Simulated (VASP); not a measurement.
# Ti (Im-3m) in VASP: single point with PBEsol

Aim: the single point of Ti with PBEsol.

Program: VASP 6.6.1. These are calculated values, not measurements. Logs are shortened: lines on timing, memory, paths and dates and some standing lists are left out, and cuts for length are marked.

## 1. The cell of the first run

It takes space group Im-3m (No. 229, cubic). The conventional cell has a = 3.282 Å, b = 3.282 Å, c = 3.282 Å, α = 90.00°, β = 90.00°, γ = 90.00°. Within 3.7 Å of Ti (site symmetry m-3m) lie 14 Ti at 2.84 to 3.28 Å.

This isn't the form of Ti at room conditions, which is hcp.

## 2. Single point, PBEsol

Contents of INCAR:

```
  PREC = Accurate
  ENCUT = 500
  EDIFF = 1E-6
  ISMEAR = -1
  SIGMA = 0.15
  LREAL = False
  LASPH = True
  NELM = 120
  ALGO = Normal
  ISIF = 2
  LWAVE = False
  LCHARG = False
  GGA = PS
  NBANDS = 84
  GGA_COMPAT = False
```

Contents of KPOINTS:

```
regular mesh
0
Gamma
  2 3 3
```

Contents of POSCAR:

```
Ti
1.0
   -4.9230000000      4.9230000000      4.9230000000
    3.2820000000     -3.2820000000      3.2820000000
    3.2820000000      3.2820000000     -3.2820000000
Ti
12
Direct
    0.0000000000      0.0000000000      0.0000000000
    0.0000000000      0.0000000000      0.5000000000
    0.0000000000      0.5000000000      0.0000000000
    0.0000000000      0.5000000000      0.5000000000
    0.3333333333      0.0000000000      0.0000000000
    0.3333333333      0.0000000000      0.5000000000
    0.3333333333      0.5000000000      0.0000000000
    0.3333333333      0.5000000000      0.5000000000
    0.6666666667      0.0000000000      0.0000000000
    0.6666666667      0.0000000000      0.5000000000
    0.6666666667      0.5000000000      0.0000000000
    0.6666666667      0.5000000000      0.5000000000
```

Potentials or basis: VASP PAW PBE potentials, release 64 (Ti_sv).

Command:

```
> cat potpaw_PBE.64/Ti_sv/POTCAR > POTCAR
> mpirun -np 1 vasp_std > vasp.out
```

OUTCAR:

```text
PREC = Accurate
   ENCUT = 500
   EDIFF = 1E-6
   ISMEAR = -1
   LREAL = False
   LASPH = True
   NELM = 120
   ISIF = 2
   GGA = PS

 ion  position               nearest neighbor table
   1  0.000  0.000  0.000-   5 2.84   9 2.84   8 2.84  12 2.84   2 2.84   2 2.84   3 2.84   3 2.84

   2  0.000  0.000  0.500-   6 2.84  10 2.84   7 2.84  11 2.84   1 2.84   1 2.84   4 2.84   4 2.84

   3  0.000  0.500  0.000-   7 2.84  11 2.84   6 2.84  10 2.84   1 2.84   4 2.84   1 2.84   4 2.84
[... 15 lines left out ...]
  11  0.667  0.500  0.000-   3 2.84   2 2.84   9 2.84  12 2.84  12 2.84   9 2.84   6 2.84   7 2.84

  12  0.667  0.500  0.500-   4 2.84   1 2.84  10 2.84  11 2.84  11 2.84  10 2.84   5 2.84   8 2.84

  LATTYP: Found a base centered monoclinic cell.
 ALAT       =     6.5640000000
 B/A-ratio  =     1.4142135624
 C/A-ratio  =     1.0897247359
 COS(beta)  =    -0.2294157339

  Lattice vectors:

 A1 = (  -3.2820000000,   3.2820000000,  -3.2820000000)
 A2 = (  -3.2820000000,  -3.2820000000,   3.2820000000)
 A3 = (   1.6410000000,   4.9230000000,   4.9230000000)

Analysis of symmetry for initial positions (statically):
=====================================================================
 Subroutine PRICEL returns following result:

  LATTYP: Found a body centered cubic cell.
 ALAT       =     3.2820000000

  Lattice vectors:

 A1 = (  -1.6409999998,   1.6409999998,   1.6409999998)
 A2 = (   1.6410000000,  -1.6410000000,   1.6410000000)
 A3 = (   1.6410000000,   1.6410000000,  -1.6410000000)

  12 primitive cells build up your supercell.

 Routine SETGRP: Setting up the symmetry group for a
 base centered monoclinic supercell.

 Subroutine GETGRP returns: Found  4 space group operations
 (whereof  4 operations were pure point group operations)
 out of a pool of  4 trial point group operations.

The static configuration has the point symmetry C_2h.

Analysis of symmetry for dynamics (positions and initial velocities):
=====================================================================
 Subroutine PRICEL returns following result:

  LATTYP: Found a body centered cubic cell.
 ALAT       =     3.2820000000

  Lattice vectors:

 A1 = (  -1.6409999998,   1.6409999998,   1.6409999998)
 A2 = (   1.6410000000,  -1.6410000000,   1.6410000000)
 A3 = (   1.6410000000,   1.6410000000,  -1.6410000000)
[... 117 lines left out ...]
   ISYM   =      2    0-nonsym 1-usesym 2-fastsym
   POTIM  = 0.5000    time-step for ionic-motion
   TEBEG  =    0.0;   TEEND  =   0.0 temperature during run
   PSTRESS=    0.0 pullay stress
   NELECT =     144.0000    total number of electrons
   NUPDOWN=      -1.0000    fix difference up-down
   EMIN   =  10.00;   EMAX   =-10.00  energy-range for DOS
   EFERMI =   0.00;   METHOD = LEGACY
   ISMEAR =    -1;   SIGMA  =   0.15  broadening in eV -4-tet -1-fermi 0-gaus
   EFERMI_NEDOS =   21; number of points for ismear=-14 and -15
   IALGO  =     38    algorithm
   IMIX   =      4    mixing-type and parameters
     AMIX     =   0.40;   BMIX     =  1.00
     AMIX_MAG =   1.60;   BMIX_MAG =  1.00
  volume/ion in A,a.u.               =      17.68       119.28
  Fermi-wavevector in a.u.,A,eV,Ry     =   1.438821  2.718977 28.166848  2.070205
  Thomas-Fermi vector in A             =   2.557745
   LORBIT       =      0    0 simple, 1 ext, 2 COOP (PROOUT), +10 PAW based schemes
   GGA     = PS    functional components
   LHFCALC =     F    Hartree Fock is set to
   AEXX    =    0.0000 exact exchange contribution
   IVDW    =     0    specifies the selected vdW correction
   LEPSILON=     F    determine dielectric tensor
   LRPA    =     F    only Hartree local field effects (RPA)
 non-spin polarized calculation
  energy-cutoff  :      500.00
  volume of cell :      212.11
 maximum number of plane-waves:      5407
 NGX is ok and might be reduce to    64
   NGX = 31   NGY = 21   NGZ = 21

 number of electron     143.9999959 magnetization

 Free energy of the ion-electron system (eV)
  ---------------------------------------------------
  ext. energy  EPLUGINS =         0.00000000
  ---------------------------------------------------
  free energy    TOTEN  =       -99.41509847 eV

  energy without entropy =      -97.24829420  energy(sigma->0) =      -98.33169633

 E-fermi :   7.7870     XC(G=0): -11.5497

 val. band max:        7.6892004063   @ k =   0.0000   0.0000   0.0000
 cond. band min:       7.8488517760   @ k =   0.0000   0.3333   0.0000
 fundamental gap:      0.1596513697
 Fermi energy:         7.7870338143

 k-point     1 :       0.0000    0.0000    0.0000
  band No.  band energies     occupation
      1     -48.5624      2.00000
      2     -48.4691      2.00000
      3     -48.4691      2.00000
      4     -48.4377      2.00000
      5     -48.4377      2.00000
      6     -48.4377      2.00000
[... 685 lines left out ...]
     83       8.7243      0.00386
     84       9.0737      0.00038

------------------------ aborting loop because EDIFF is reached ----------------------------------------

  FORCE on cell =-STRESS in cart. coord.  units (eV):
  Direction    XX          YY          ZZ          XY          YZ          ZX
  --------------------------------------------------------------------------------------
  -------------------------------------------------------------------------------------
  Total       -7.4643981     -7.4653109     -7.4653109     -0.0000060     -0.0005739     -0.0000060
  in kB      -56.3817295    -56.3886243    -56.3886243     -0.0000455     -0.0043350     -0.0000454
  external PRESSURE =     -56.3863261 kB  Pullay stress =       0.0000000 kB

 VOLUME and BASIS-vectors are now :
 -----------------------------------------------------------------------------
  energy-cutoff  :      500.00
  volume of cell :      212.11
      direct lattice vectors                 reciprocal lattice vectors
    -4.923000000  4.923000000  4.923000000     0.000000000  0.101564087  0.101564087
     3.282000000 -3.282000000  3.282000000     0.152346130  0.000000000  0.152346130
     3.282000000  3.282000000 -3.282000000     0.152346130  0.152346130  0.000000000

 POSITION                                       TOTAL-FORCE (eV/Angst)
 -----------------------------------------------------------------------------------
      0.00000      0.00000      0.00000        -0.000000      0.000000      0.000000
      1.64100      1.64100     -1.64100        -0.000000      0.000000      0.000000
      1.64100     -1.64100      1.64100         0.000000      0.000000      0.000000
      3.28200      0.00000      0.00000         0.000000     -0.000000     -0.000000
     -1.64100      1.64100      1.64100         0.000000     -0.000000      0.000000
      0.00000      3.28200     -0.00000         0.000000      0.000000     -0.000000
      0.00000     -0.00000      3.28200        -0.000000     -0.000000      0.000000
      1.64100      1.64100      1.64100         0.000000     -0.000000     -0.000000
     -3.28200      3.28200      3.28200         0.000000      0.000000     -0.000000
     -1.64100      4.92300      1.64100         0.000000      0.000000     -0.000000
     -1.64100      1.64100      4.92300         0.000000      0.000000     -0.000000
     -0.00000      3.28200      3.28200        -0.000000      0.000000     -0.000000
 -----------------------------------------------------------------------------------
    total drift:                               -0.000000      0.000000      0.000000

  FREE ENERGIE OF THE ION-ELECTRON SYSTEM (eV)
  ---------------------------------------------------
  free  energy   TOTEN  =       -99.4150984675 eV

  energy  without entropy=      -97.2482941964  energy(sigma->0) =      -98.33169633
```

OSZICAR:

```text
N       E                     dE             d eps       ncg     rms          rms(c)
DAV:   1     0.211221054202E+04    0.21122E+04   -0.70337E+04  1344   0.209E+03
DAV:   2     0.196857620782E+03   -0.19154E+04   -0.18857E+04  1344   0.670E+02
DAV:   3    -0.666475586722E+02   -0.26351E+03   -0.25279E+03  2104   0.212E+02
DAV:   4    -0.109828438618E+03   -0.43181E+02   -0.42191E+02  1944   0.722E+01
DAV:   5    -0.113863559257E+03   -0.40351E+01   -0.39747E+01  2096   0.182E+01    0.294E+01
DAV:   6    -0.991783637008E+02    0.14685E+02   -0.58343E+01  1696   0.415E+01    0.640E+00
DAV:   7    -0.992832314297E+02   -0.10487E+00   -0.55131E+00  1720   0.764E+00    0.500E+00
DAV:   8    -0.994681647328E+02   -0.18493E+00   -0.16483E+00  1624   0.745E+00    0.166E+00
DAV:   9    -0.994135028048E+02    0.54662E-01   -0.37607E-01  1712   0.305E+00    0.229E-01
DAV:  10    -0.994144847142E+02   -0.98191E-03   -0.26449E-02  2040   0.506E-01    0.289E-01
DAV:  11    -0.994151114182E+02   -0.62670E-03   -0.43420E-03  1648   0.260E-01    0.585E-02
DAV:  12    -0.994150795808E+02    0.31837E-04   -0.58752E-04  1772   0.852E-02    0.107E-02
DAV:  13    -0.994150956717E+02   -0.16091E-04   -0.48171E-05  1592   0.229E-02    0.151E-03
DAV:  14    -0.994150977266E+02   -0.20549E-05   -0.54527E-06  1120   0.697E-03    0.147E-03
DAV:  15    -0.994150984675E+02   -0.74085E-06   -0.19756E-06   816   0.381E-03
   1 F= -.99415098E+02 E0= -.98331696E+02  d E =-.216680E+01
```

stdout:

```text
POSCAR found type information on POSCAR Ti
 POSCAR found :  1 types and      12 ions
 scaLAPACK will be used
 -----------------------------------------------------------------------------
|                                                                             |
|                                                                             |
[... 21 lines left out ...]
|     Results are often still useful ...                                      |
|                                                                             |
 -----------------------------------------------------------------------------

 POSCAR, INCAR and KPOINTS ok, starting setup
 FFT: planning ... GRIDC
 FFT: planning ... GRID_SOFT
 FFT: planning ... GRID
 WAVECAR not read
 entering main loop
```

Wall time 3 min (1 thread of Intel Xeon 8259CL, shared host); peak memory 0.35 GiB.

What came out:

```yaml
Free_energy: -99.4151 eV
Pressure: -5.6 GPa
Band_gap_on_the_k_mesh: zero (bands 72 and 73 overlap by 0.20 eV)
```

Levels at points of the mesh, in eV from the Fermi level:
| k point | band 69 | band 70 | band 71 | band 72 | band 73 | band 74 |
| --- | --- | --- | --- | --- | --- | --- |
| (0.00, 0.00, 0.00) | -0.38 | -0.10 | -0.10 | 0.10 | 0.10 | 0.10 |
| (0.50, 0.00, 0.00) | -0.27 | -0.27 | 0.10 | 0.10 | 0.10 | 0.10 |

Caveat: the k points lie up to 0.45 Å⁻¹ apart; the PAW data sets were made with another functional, which shifts forces and pressure a little.

The gap in the log of VASP goes by the Fermi energy; the results here count the filled bands.